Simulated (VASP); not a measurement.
## Pt: single point with PBEsol

Pt:

```
CELL_PARAMETERS angstrom
-1.56047 1.56047 -1.56047
-1.56047 -1.56047 1.56047
0.00000 6.94899 6.94899
ATOMIC_POSITIONS crystal
Pt 0.00000 0.00000 0.78596
Pt 0.50000 0.50000 0.11228
Pt 0.00000 0.00000 0.33684
Pt 0.50000 0.50000 0.56140
```

This cell differs from its parent crystal: the distance across one plane changed.

| Quantity | Value |
| --- | --- |
| Program | VASP 6.6.1 |
| Task | single point |
| Functional | PBEsol |
| Potentials or basis | VASP PAW PBE potentials, release 64 (Pt) |
| Cutoff | 520 eV |
| k mesh | 23 × 23 × 7 |
| Occupations | gaussian, width 0.15 eV |
| Spin | no spin polarisation |
| Dipole correction | no |
| Further INCAR settings | ALGO = Fast; EDIFF = 1e-06; NBANDS = 28 |

```json
{
  "Pressure": "-8.8 GPa",
  "Largest force": "0.572 eV/Å",
  "Band gap on the k mesh": "zero (bands 20 and 21 overlap by 1.81 eV)"
}
```

Forces in eV/Å, atoms in the order of the input:
```
Pt   0.000  0.404  0.404
Pt   0.000 -0.404 -0.404
Pt   0.000  0.052  0.052
Pt   0.000 -0.052 -0.052
```

Stress tensor (GPa, compression positive):
```
-11.46   0.00   0.00
  0.00  -7.49  -3.73
  0.00  -3.73  -7.49
```

Levels at points of the mesh, in eV from the Fermi level:
| k point | band 17 | band 18 | band 19 | band 20 | band 21 | band 22 | band 23 | band 24 |
| --- | --- | --- | --- | --- | --- | --- | --- | --- |
| (0.00, 0.00, 0.00) | -1.05 | -1.01 | -0.89 | -0.55 | -0.46 | -0.39 | -0.14 | 0.76 |

Run time: 9.1 min on 1 thread of Intel(R) Xeon(R) 6975P-C (Granite Rapids) (shared host), peak memory 0.81 GiB.

Caveat: the cell differs from its parent crystal (the distance across one plane changed); the cell stands under tension; the PAW data sets were made with another functional, which shifts forces and pressure a little; spin-orbit coupling is left out, which moves the levels of the heavy elements.
